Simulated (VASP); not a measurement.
Wanted: the native input for a VASP 6.6.1 run.

```
Task                   : single point
Functional             : PBE
Potentials or basis    : VASP PAW PBE potentials, release 64 (P, Pt)
Cutoff                 : 500 eV
k mesh                 : 4 × 4 × 4
Occupations            : gaussian, width 0.1 eV
Spin                   : no spin polarisation
Dipole correction      : no
Further INCAR settings : ALGO = Normal; EDIFF = 1e-06; NBANDS = 23
```

The structure of P4Pt lies in POSCAR:

```
P4Pt
1.0
    4.6193639500      0.0000000000      0.0000000000
    0.0000000000      4.6193639500      0.0000000000
    0.0000000000      0.0000000000      4.6193639500
P Pt
4 1
Direct
    0.0000000000      0.5000000000      0.5000000000
    0.5000000000      0.0000000000      0.5000000000
    0.5000000000      0.5000000000      0.0000000000
    0.0000000000      0.0000000000      0.0000000000
    0.5000000000      0.5000000000      0.5000000000
```

One way to write it, as run:

INCAR

```
PREC = Accurate
ENCUT = 500
EDIFF = 1E-6
ISMEAR = 0
SIGMA = 0.1
LREAL = F
LASPH = T
NELM = 120
ALGO = Normal
ISIF = 2
LWAVE = F
LCHARG = T
GGA = PE
LELF = T
LVHAR = T
NBANDS = 23
GGA_COMPAT = F
```

KPOINTS

```
Automatic mesh
0
Gamma
  4 4 4
```

Potentials or basis: VASP PAW PBE potentials, release 64 (P, Pt).

Run with:

```bash
$ cat potpaw_PBE.64/P/POTCAR potpaw_PBE.64/Pt/POTCAR > POTCAR
$ mpirun -np 1 vasp_std > vasp.out
```

Results of the run:

The pressure is 3.7 GPa and the band gap on the k mesh is zero (band 15 reaches 7.98 eV, above the bottom of band 16 at 5.41 eV).

Caveat: spin-orbit coupling is left out, which moves the levels of the heavy elements.

Run time: 19 s on 1 thread of Intel(R) Xeon(R) Platinum 8375C CPU @ 2.90GHz (Ice Lake), on a shared host, peak memory 0.2 GiB.
